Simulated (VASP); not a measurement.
Input of a VASP 6.6.1 run:

POSCAR

```
Ge
1.0
    0.0766219575      2.8283892642      2.8283892642
    2.8283892642      0.0766219575      2.8283892642
    2.8283892642      2.8283892642      0.0766219575
Ge
2
Direct
    0.0017094592      0.0017094592      0.0017094592
    0.2482905408      0.2482905408      0.2482905408
```

The input INCAR.step1:

```
SYSTEM = Ge
ALGO = Normal ; EDIFF = 1E-4
ENCUT = 520 ; GGA = PE
ISMEAR = -1 ; LASPH = .TRUE.
LCHARG = .FALSE. ; LREAL = .FALSE.
LWAVE = .TRUE. ; NBANDS = 21
NELM = 100 ; PREC = Accurate
SIGMA = 0.02
```

File INCAR.step2:

```
SYSTEM = Ge
ALGO = Normal ; EDIFF = 1E-7
ENCUT = 520 ; ISIF = 2
ISMEAR = -1 ; ISTART = 1
LASPH = .TRUE. ; LCHARG = .TRUE.
LELF = .TRUE. ; LMIXTAU = .TRUE.
LREAL = .FALSE. ; LVHAR = .TRUE.
LWAVE = .FALSE. ; METAGGA = R2SCAN
NBANDS = 21 ; NELM = 100
PREC = Accurate ; SIGMA = 0.02
```

The input KPOINTS:

```
k-points
0
G
  8 8 8
  0 0 0
```

Potentials or basis: VASP PAW PBE potentials, release 64 (Ge_d).

The run is started by

```sh
$ cat potpaw_PBE.64/Ge_d/POTCAR > POTCAR
$ cp INCAR.step1 INCAR
$ mpirun -np 1 vasp_std > vasp.out
$ cp INCAR.step2 INCAR
$ mpirun -np 1 vasp_std > vasp.out
```

Predict the largest force.

0.009 eV/Å.

Predict the band gap on the k mesh.

0.28 eV, indirect (least direct gap 0.53 eV).

Forces on the atoms (eV/Å):
```
Ge   0.005  0.005  0.005
Ge  -0.005 -0.005 -0.005
```

Caveat: the cell differs from its parent crystal (epitaxial 111 strain -3.0%); the PAW data sets were made with another functional, which shifts forces and pressure a little. A k mesh can miss the band edges.
